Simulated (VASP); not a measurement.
## C: relaxation of the atoms with PBEsol

The system is C.

```
C
1.0
     0.02485    1.79995    1.79995
     1.79995    0.02485    1.79995
     1.79995    1.79995    0.02485
C
2
Direct
  0.00009 0.00009 0.00009
  0.24991 0.24991 0.24991
```

This cell differs from its parent crystal: strained cell.

```yaml
Program: VASP 6.6.1
Task: relaxation of the atoms
Functional: PBEsol
Potentials_or_basis: VASP PAW PBE potentials, release 64 (C)
Cutoff: 520 eV
k_mesh: 9 × 9 × 9
Occupations: gaussian, width 0.02 eV
Spin: no spin polarisation
Dipole_correction: no
Further_INCAR_settings: ALGO = Normal; EDIFF = 1e-07; IBRION = 2; EDIFFG = -0.002; NSW = 60
```

| Item | Value |
| --- | --- |
| Energy gained by relaxing | 0.0 meV/atom |
| Ionic steps | 3 |
| Pressure after relaxing | -6.5 GPa |
| Band gap on the k mesh | 3.99 eV (least direct gap 5.08 eV) |

Stress tensor (GPa, compression positive):
```
-6.49 -7.61 -7.61
-7.61 -6.49 -7.61
-7.61 -7.61 -6.49
```

Final structure:
```yaml
crystal:
  lattice:
    - [0.02485, 1.79995, 1.79995]
    - [1.79995, 0.02485, 1.79995]
    - [1.79995, 1.79995, 0.02485]
  atoms:
    - { symbol: C, position: [0.00012, 0.00012, 0.00012] }
    - { symbol: C, position: [0.24988, 0.24988, 0.24988] }
```

Levels at points of the mesh, in eV from the valence-band top:
```tsv
k point	band 1	band 2	band 3	band 4	band 5	band 6	band 7	band 8
(0.00, 0.00, 0.00)	-21.45	-0.06	0.00	0.00	5.08	5.70	5.70	13.23
```

It took 23 s on 1 thread of Intel Xeon 8259CL (shared host), peak memory 0.12 GiB.

Caveat: the cell differs from its parent crystal (strained cell); the PAW data sets were made with another functional, which shifts forces and pressure a little; an odd mesh through Γ misses points on the zone boundary, where band edges can lie.
